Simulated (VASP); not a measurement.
Set up this calculation in VASP 6.6.1, as the native input.

```
Task                   : single point
Functional             : PBE
Potentials or basis    : VASP PAW PBE potentials, release 64 (Ho_3, Nb_sv, As), 4f in core
Cutoff                 : 500 eV
k mesh                 : 6 × 6 × 2
Occupations            : gaussian, width 0.1 eV
Spin                   : no spin polarisation
Dipole correction      : no
Further INCAR settings : ALGO = Normal; EDIFF = 1e-06; NBANDS = 34
```

The structure of HoNb2As3 lies in POSCAR:

```
HoNb2As3
1.0
    3.5856030055      0.0000000000      0.0000000000
    0.0000000000      3.5856030055      0.0000000000
    0.0000000000      0.0000000000      9.4986926283
Ho Nb As
1 2 3
Direct
    0.0000000000      0.0000000000      0.0000000000
    0.5000000000      0.5000000000      0.7738587828
    0.5000000000      0.5000000000      0.2261412172
    0.0000000000      0.0000000000      0.6916023908
    0.0000000000      0.0000000000      0.3083976092
    0.5000000000      0.5000000000      0.5000000000
```

The cell was generated, and may not be a known phase.

These files were run (other wordings do the same):

INCAR

```
  ALGO = Normal
  EDIFF = 1E-6
  ENCUT = 500
  GGA = PE
  GGA_COMPAT = F
  ISIF = 2
  ISMEAR = 0
  LASPH = T
  LCHARG = F
  LMAXMIX = 6
  LREAL = F
  LWAVE = F
  NBANDS = 34
  NELM = 200
  PREC = Accurate
  SIGMA = 0.1
```

KPOINTS

```
k-points
0
Gamma
  6 6 2
```

Potentials or basis: VASP PAW PBE potentials, release 64 (Ho_3, Nb_sv, As), 4f in core.

Run with:

```bash
$ cat potpaw_PBE.64/Ho_3/POTCAR potpaw_PBE.64/Nb_sv/POTCAR potpaw_PBE.64/As/POTCAR > POTCAR
$ mpirun -np 1 vasp_std > vasp.out
```

It gave:

```json
{
 "Pressure": "0.4 GPa",
 "Largest force": "0.053 eV/Å",
 "Band gap on the k mesh": "zero (bands 25 and 26 overlap by 1.14 eV)"
}
```

Caveat: spin-orbit coupling is left out, which moves the levels of the heavy elements; the 4f electrons are frozen in the core, so they carry no moment and show no levels.

It took 78 s on 1 thread of AMD EPYC 9R45 96-Core Processor (Zen 5), with other jobs on the host, peak memory 0.23 GiB.
